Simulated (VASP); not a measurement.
# MgAl12 in VASP: notebook

MgAl12 is run at these levels: LDA; tasks: single point.

Program: VASP 6.6.1. These are calculated values, not measurements. Logs are shortened: lines on timing, memory, paths and dates and some standing lists are left out, and cuts for length are marked.

### Step 1. The cell of the first run

The cell holds a slab with vacuum, 13 atoms: a = 5.634 Å, b = 5.634 Å, c = 19.604 Å, α = 90.00°, β = 90.00°, γ = 90.00°.

### Step 2. Single point, LDA

INCAR

```
SYSTEM = MgAl12
PREC = Accurate ; ENCUT = 520
EDIFF = 1E-7 ; ISMEAR = 0
SIGMA = 0.1 ; LREAL = .False.
LASPH = .True. ; NELM = 80
ALGO = Normal ; ISIF = 2
LWAVE = .False. ; LCHARG = .False.
LDIPOL = .True. ; IDIPOL = 3
DIPOL = 0.5 0.5 0.324 ; NBANDS = 31
```

KPOINTS

```
Automatic mesh
0
Gamma
  5 5 1
  0 0 0
```

POSCAR

```
MgAl12
1.0
    5.6343731020      0.0000000000      0.0000000000
    0.0000000000      5.6343731020      0.0000000000
    0.0000000000      0.0000000000     19.6039189496
Al Mg
12 1
Direct
    0.2500000000      0.2500000000      0.2040408354
    0.2500000000      0.7500000000      0.2040408354
    0.7500000000      0.2500000000      0.2040408354
    0.7500000000      0.7500000000      0.2040408354
    0.0000000000      0.0000000000      0.3086915083
    0.0000000000      0.5000000000      0.3086915083
    0.5000000000      0.0000000000      0.3086915083
    0.5000000000      0.5000000000      0.3086915083
    0.2269979207      0.2414433745      0.4101716275
    0.2269979207      0.7585566255      0.4101716275
    0.7345161687      0.2483540324      0.4159106880
    0.7345161687      0.7516459676      0.4159106880
    0.4166666667      0.5000000000      0.5152332437
```

Potentials or basis: VASP PAW LDA potentials, release 64 (Al, Mg).

Launch:

```
> cat potpaw_LDA.64/Al/POTCAR potpaw_LDA.64/Mg/POTCAR > POTCAR
> mpirun -np 1 vasp_std > vasp.out
```

OUTCAR:

```text
SYSTEM = MgAl12
   PREC = Accurate
   ENCUT = 520
   EDIFF = 1E-7
   ISMEAR = 0
   LREAL = .False.
   LASPH = .True.
   NELM = 80
   ISIF = 2

 ion  position               nearest neighbor table
   1  0.250  0.250  0.204-   2 2.82   3 2.82   2 2.82   3 2.82   7 2.86   8 2.86   5 2.86   6 2.86

   2  0.250  0.750  0.204-   1 2.82   4 2.82   1 2.82   4 2.82   7 2.86   8 2.86   5 2.86   6 2.86

   3  0.750  0.250  0.204-   1 2.82   4 2.82   4 2.82   1 2.82   7 2.86   8 2.86   5 2.86   6 2.86
[... 4 lines left out ...]
                             1 2.86   2 2.86  11 2.93  12 2.93
   6  0.000  0.500  0.309-   9 2.78  10 2.78   5 2.82   8 2.82   5 2.82   8 2.82   3 2.86   4 2.86
                             1 2.86   2 2.86  11 2.94  12 2.94
   7  0.500  0.000  0.309-   5 2.82   8 2.82   8 2.82   5 2.82  11 2.85  12 2.85   9 2.86  10 2.86
                             1 2.86   2 2.86   3 2.86   4 2.86
   8  0.500  0.500  0.309-   6 2.82   7 2.82   7 2.82   6 2.82  11 2.86  12 2.86   3 2.86   4 2.86
                             1 2.86   2 2.86   9 2.91  10 2.91
   9  0.227  0.241  0.410-  10 2.72   5 2.73  13 2.74  11 2.78   6 2.78   7 2.86  11 2.86   8 2.91
                            10 2.91
  10  0.227  0.759  0.410-   9 2.72   5 2.73  13 2.74  12 2.78   6 2.78   7 2.86  12 2.86   8 2.91
                             9 2.91
  11  0.735  0.248  0.416-   9 2.78  12 2.80  12 2.84   7 2.85   8 2.86   9 2.86   5 2.93   6 2.94
                            13 3.00
  12  0.735  0.752  0.416-  10 2.78  11 2.80  11 2.84   7 2.85   8 2.86  10 2.86   5 2.93   6 2.94
                            13 3.00
  13  0.417  0.500  0.515-   9 2.74  10 2.74  11 3.00  12 3.00

  LATTYP: Found a simple tetragonal cell.
 ALAT       =     5.6343731020
 C/A-ratio  =     3.4793434149

  Lattice vectors:

 A1 = (   5.6343731020,   0.0000000000,   0.0000000000)
 A2 = (   0.0000000000,   5.6343731020,   0.0000000000)
 A3 = (   0.0000000000,   0.0000000000,  19.6039189496)

Analysis of symmetry for initial positions (statically):
=====================================================================
 Subroutine PRICEL returns:
 Original cell was already a primitive cell.

 Routine SETGRP: Setting up the symmetry group for a
 simple tetragonal supercell.

 Subroutine GETGRP returns: Found  2 space group operations
 (whereof  2 operations were pure point group operations)
 out of a pool of 16 trial point group operations.

The static configuration has the point symmetry C_1h.

Analysis of symmetry for dynamics (positions and initial velocities):
=====================================================================
 Subroutine PRICEL returns:
[... 138 lines left out ...]
  Thomas-Fermi vector in A             =   1.712049
   LORBIT       =      0    0 simple, 1 ext, 2 COOP (PROOUT), +10 PAW based schemes
   GGA     = CA    functional components
   LHFCALC =     F    Hartree Fock is set to
   AEXX    =    0.0000 exact exchange contribution
   IVDW    =     0    specifies the selected vdW correction
   LEPSILON=     F    determine dielectric tensor
   LRPA    =     F    only Hartree local field effects (RPA)
 non-spin polarized calculation
 Gauss-broadening in eV      SIGMA  =   0.10
  energy-cutoff  :      520.00
  volume of cell :      622.35
 maximum number of plane-waves:     16813
 NGX is ok and might be reduce to    42
   NGX = 21   NGY = 21   NGZ = 73

 dipolmoment           0.000000      0.000000      0.020827 electrons x Angstroem

 number of electron      38.0000000 magnetization

 dipolmoment           0.000000      0.000000     -0.176087 electrons x Angstroem

 Free energy of the ion-electron system (eV)
  ---------------------------------------------------
  ext. energy  EPLUGINS =         0.00000000
  ---------------------------------------------------
  free energy    TOTEN  =       -47.48414733 eV

  energy without entropy =      -47.46148724  energy(sigma->0) =      -47.47281728

 E-fermi :   0.1001     XC(G=0):  -4.7315

 val. band max:        0.0795854884   @ k =   0.2000   0.0000   0.0000
 cond. band min:       0.1430072146   @ k =   0.2000   0.2000   0.0000
 fundamental gap:      0.0634217262
 Fermi energy:         0.1000854038

 k-point     1 :       0.0000    0.0000    0.0000
  band No.  band energies     occupation
      1     -10.4618      2.00000
      2      -8.3575      2.00000
      3      -6.0028      2.00000
      4      -5.9641      2.00000
      5      -5.8591      2.00000
      6      -5.8139      2.00000
[... 295 lines left out ...]
     30       2.9041      0.00000
     31       2.9545      0.00000

------------------------ aborting loop because EDIFF is reached ----------------------------------------

 vacuum level on the upper side and lower side of the slab       (xc-potential included)        -0.759         0.293

  FORCE on cell =-STRESS in cart. coord.  units (eV):
  Direction    XX          YY          ZZ          XY          YZ          ZX
  --------------------------------------------------------------------------------------
  -------------------------------------------------------------------------------------
  Total       -7.3426913     -6.8610094      0.1994500      0.0000000      0.0000000      1.3797667
  in kB      -18.9030443    -17.6630010      0.5134645      0.0000000      0.0000000      3.5520751
  external PRESSURE =     -12.0175269 kB  Pullay stress =       0.0000000 kB

 VOLUME and BASIS-vectors are now :
 -----------------------------------------------------------------------------
  energy-cutoff  :      520.00
  volume of cell :      622.35
      direct lattice vectors                 reciprocal lattice vectors
     5.634373102  0.000000000  0.000000000     0.177482034  0.000000000  0.000000000
     0.000000000  5.634373102  0.000000000     0.000000000  0.177482034  0.000000000
     0.000000000  0.000000000 19.603918950     0.000000000  0.000000000  0.051010209

 POSITION                                       TOTAL-FORCE (eV/Angst)
 -----------------------------------------------------------------------------------
      1.40859      1.40859      4.00000        -0.021216     -0.031952      0.014275
      1.40859      4.22578      4.00000        -0.021216      0.031952      0.014275
      4.22578      1.40859      4.00000         0.046588     -0.042794     -0.051174
      4.22578      4.22578      4.00000         0.046588      0.042794     -0.051174
      0.00000      0.00000      6.05156        -0.244608      0.000000     -0.216424
      0.00000      2.81719      6.05156        -0.190711      0.000000     -0.002383
      2.81719      0.00000      6.05156         0.043057      0.000000      0.017958
      2.81719      2.81719      6.05156        -0.024970      0.000000      0.226430
      1.27899      1.36038      8.04097        -0.000729      0.013220      0.020472
      1.27899      4.27399      8.04097        -0.000729     -0.013220      0.020472
      4.13854      1.39932      8.15348         0.000933     -0.005476      0.015908
      4.13854      4.23505      8.15348         0.000933      0.005476      0.015908
      2.34766      2.81719     10.10059         0.366078      0.000000     -0.024544
 -----------------------------------------------------------------------------------
    total drift:                               -0.000143     -0.000000      0.000273

  FREE ENERGIE OF THE ION-ELECTRON SYSTEM (eV)
  ---------------------------------------------------
  free  energy   TOTEN  =       -47.4841473273 eV

  energy  without entropy=      -47.4614872411  energy(sigma->0) =      -47.47281728

 vacuum level on the upper side and lower side of the slab         3.247         4.325
```

stdout:

```text
POSCAR found type information on POSCAR AlMg
 POSCAR found :  2 types and      13 ions
 scaLAPACK will be used
 LDA part: xc-table for (Slater(with rela. corr.)+CA(PZ))
 , standard interpolation
 POSCAR, INCAR and KPOINTS ok, starting setup
 FFT: planning ... GRIDC
 FFT: planning ... GRID_SOFT
 FFT: planning ... GRID
 WAVECAR not read
 entering main loop
```

Run time: 3.3 min. Hardware: 1 thread of Intel Xeon 6975P-C (Granite Rapids), shared host; peak memory 0.49 GiB.

What came out:

- Free energy: -47.4841 eV
- Largest force: 0.367 eV/Å
- Band gap on the k mesh: zero (band 19 reaches 0.57 eV, above the bottom of band 20 at -0.20 eV)

Forces in eV/Å, atoms in the order of the input:
```
Al  -0.021 -0.032  0.014
Al  -0.021  0.032  0.014
Al   0.047 -0.043 -0.051
Al   0.047  0.043 -0.051
Al  -0.245  0.000 -0.216
Al  -0.191  0.000 -0.002
Al   0.043  0.000  0.018
Al  -0.025  0.000  0.226
Al  -0.001  0.013  0.020
Al  -0.001 -0.013  0.020
Al   0.001 -0.005  0.016
Al   0.001  0.005  0.016
Mg   0.366  0.000 -0.025
```

### Step 3. Single point, LDA

INCAR

```
SYSTEM = MgAl12
PREC = Accurate
ENCUT = 520
EDIFF = 1E-6
ISMEAR = 0
SIGMA = 0.1
LREAL = .False.
LASPH = .True.
NELM = 80
ALGO = Normal
ISIF = 2
LWAVE = .False.
LCHARG = .False.
LDIPOL = .True.
IDIPOL = 3
DIPOL = 0.5 0.5 0.325
GGA = CA
NBANDS = 31
```

KPOINTS is that of step 2.

Edit POSCAR of step 2 so:

```diff
@@ -16,6 +16,6 @@
     0.5000000000      0.5000000000      0.3086915083
-    0.2269979207      0.2414433745      0.4101716275
-    0.2269979207      0.7585566255      0.4101716275
-    0.7345161687      0.2483540324      0.4159106880
-    0.7345161687      0.7516459676      0.4159106880
-    0.4166666667      0.5000000000      0.5152332437
+    0.2303147299      0.2406268800      0.4091226119
+    0.2303147299      0.7593731200      0.4091226119
+    0.7323984303      0.2505199385      0.4177745369
+    0.7323984303      0.7494800615      0.4177745369
+    0.3333333333      0.5000000000      0.5230492356
```

Potentials or basis: VASP PAW LDA potentials, release 64 (Al, Mg).

Launch:

```
> cat potpaw_LDA.64/Al/POTCAR potpaw_LDA.64/Mg/POTCAR > POTCAR
> mpirun -np 1 vasp_std > vasp.out
```

OUTCAR:

```text
SYSTEM = MgAl12
   PREC = Accurate
   ENCUT = 520
   EDIFF = 1E-6
   ISMEAR = 0
   LREAL = .False.
   LASPH = .True.
   NELM = 80
   ISIF = 2
   GGA = CA

 ion  position               nearest neighbor table
   1  0.250  0.250  0.204-   2 2.82   3 2.82   2 2.82   3 2.82   7 2.86   8 2.86   5 2.86   6 2.86

   2  0.250  0.750  0.204-   1 2.82   4 2.82   1 2.82   4 2.82   7 2.86   8 2.86   5 2.86   6 2.86

   3  0.750  0.250  0.204-   1 2.82   4 2.82   4 2.82   1 2.82   7 2.86   8 2.86   5 2.86   6 2.86
[... 4 lines left out ...]
                             1 2.86   2 2.86  11 2.97  12 2.97
   6  0.000  0.500  0.309-   9 2.77  10 2.77   5 2.82   8 2.82   5 2.82   8 2.82   3 2.86   4 2.86
                             1 2.86   2 2.86  11 2.97  12 2.97
   7  0.500  0.000  0.309-   5 2.82   8 2.82   8 2.82   5 2.82   9 2.83  10 2.83   3 2.86   4 2.86
                             1 2.86   2 2.86  11 2.88  12 2.88
   8  0.500  0.500  0.309-   6 2.82   7 2.82   7 2.82   6 2.82   1 2.86   2 2.86   3 2.86   4 2.86
                            11 2.87  12 2.87   9 2.88  10 2.88
   9  0.230  0.241  0.409-  10 2.71   5 2.72  13 2.73   6 2.77  11 2.81   7 2.83  11 2.83   8 2.88
                            10 2.92
  10  0.230  0.759  0.409-   9 2.71   5 2.72  13 2.73   6 2.77  12 2.81   7 2.83  12 2.83   8 2.88
                             9 2.92
[... 521 lines left out ...]
  -------------------------------------------------------------------------------------
  Total       -8.2250550     -7.0983674      0.1346248      0.0000000      0.0000000      1.3206388
  in kB      -21.1746037    -18.2740560      0.3465784      0.0000000      0.0000000      3.3998562
  external PRESSURE =     -13.0340271 kB  Pullay stress =       0.0000000 kB

 VOLUME and BASIS-vectors are now :
 -----------------------------------------------------------------------------
  energy-cutoff  :      520.00
  volume of cell :      622.35
      direct lattice vectors                 reciprocal lattice vectors
     5.634373102  0.000000000  0.000000000     0.177482034  0.000000000  0.000000000
     0.000000000  5.634373102  0.000000000     0.000000000  0.177482034  0.000000000
     0.000000000  0.000000000 19.603918950     0.000000000  0.000000000  0.051010209

 POSITION                                       TOTAL-FORCE (eV/Angst)
 -----------------------------------------------------------------------------------
      1.40859      1.40859      4.00000        -0.010746     -0.037201      0.039458
      1.40859      4.22578      4.00000        -0.010746      0.037201      0.039458
      4.22578      1.40859      4.00000         0.040474     -0.059904     -0.079597
      4.22578      4.22578      4.00000         0.040474      0.059904     -0.079597
      0.00000      0.00000      6.05156        -0.319534      0.000000     -0.174759
      0.00000      2.81719      6.05156        -0.239950      0.000000      0.042589
      2.81719      0.00000      6.05156         0.122906      0.000000      0.010765
      2.81719      2.81719      6.05156         0.038707      0.000000      0.195870
      1.29768      1.35578      8.02041        -0.004618      0.001042      0.007698
      1.29768      4.27859      8.02041        -0.004618     -0.001042      0.007698
      4.12661      1.41152      8.19002         0.000115     -0.001133      0.004420
      4.12661      4.22285      8.19002         0.000115      0.001133      0.004420
      1.87812      2.81719     10.25381         0.347421      0.000000     -0.018424
 -----------------------------------------------------------------------------------
    total drift:                               -0.000155     -0.000000      0.000189

  FREE ENERGIE OF THE ION-ELECTRON SYSTEM (eV)
  ---------------------------------------------------
  free  energy   TOTEN  =       -47.2935753293 eV

  energy  without entropy=      -47.2830986151  energy(sigma->0) =      -47.28833697

 vacuum level on the upper side and lower side of the slab         3.273         4.289
```

OSZICAR:

```text
N       E                     dE             d eps       ncg     rms          rms(c)
DAV:   1     0.113271885375E+03    0.11327E+03   -0.11232E+04   558   0.860E+02
DAV:   2    -0.419371093535E+02   -0.15521E+03   -0.14831E+03   737   0.141E+02
DAV:   3    -0.505901475476E+02   -0.86530E+01   -0.84220E+01   701   0.326E+01
[... 17 lines left out ...]
DAV:  21    -0.472935681133E+02   -0.21163E-04   -0.46344E-06   584   0.509E-03    0.163E-03
DAV:  22    -0.472935714382E+02   -0.33249E-05   -0.73794E-07   526   0.308E-03    0.904E-04
DAV:  23    -0.472935730366E+02   -0.15984E-05   -0.26440E-07   466   0.160E-03    0.552E-04
DAV:  24    -0.472935750597E+02   -0.20231E-05   -0.32358E-07   519   0.128E-03    0.224E-04
DAV:  25    -0.472935753293E+02   -0.26952E-06   -0.53975E-08   454   0.835E-04
   1 F= -.47293575E+02 E0= -.47288337E+02  d E =-.104767E-01
```

Wall time 3.2 min (1 thread of Intel Xeon 6975P-C (Granite Rapids), shared host); peak memory 0.49 GiB.

What came out:

```yaml
Free_energy: -47.2936 eV
Largest_force: 0.364 eV/Å
Band_gap_on_the_k_mesh: zero (band 19 reaches 0.57 eV, above the bottom of band 20 at -0.27 eV)
```

Forces in eV/Å, atoms in the order of the input:
```
Al  -0.011 -0.037  0.039
Al  -0.011  0.037  0.039
Al   0.040 -0.060 -0.080
Al   0.040  0.060 -0.080
Al  -0.320  0.000 -0.175
Al  -0.240  0.000  0.043
Al   0.123  0.000  0.011
Al   0.039  0.000  0.196
Al  -0.005  0.001  0.008
Al  -0.005 -0.001  0.008
Al   0.000 -0.001  0.004
Al   0.000  0.001  0.004
Mg   0.347  0.000 -0.018
```

Levels at points of the mesh, in eV from the Fermi level:
| k point | band 17 | band 18 | band 19 | band 20 | band 21 | band 22 |
| --- | --- | --- | --- | --- | --- | --- |
| (0.00, 0.00, 0.00) | -0.92 | -0.66 | -0.55 | -0.35 | -0.20 | -0.20 |
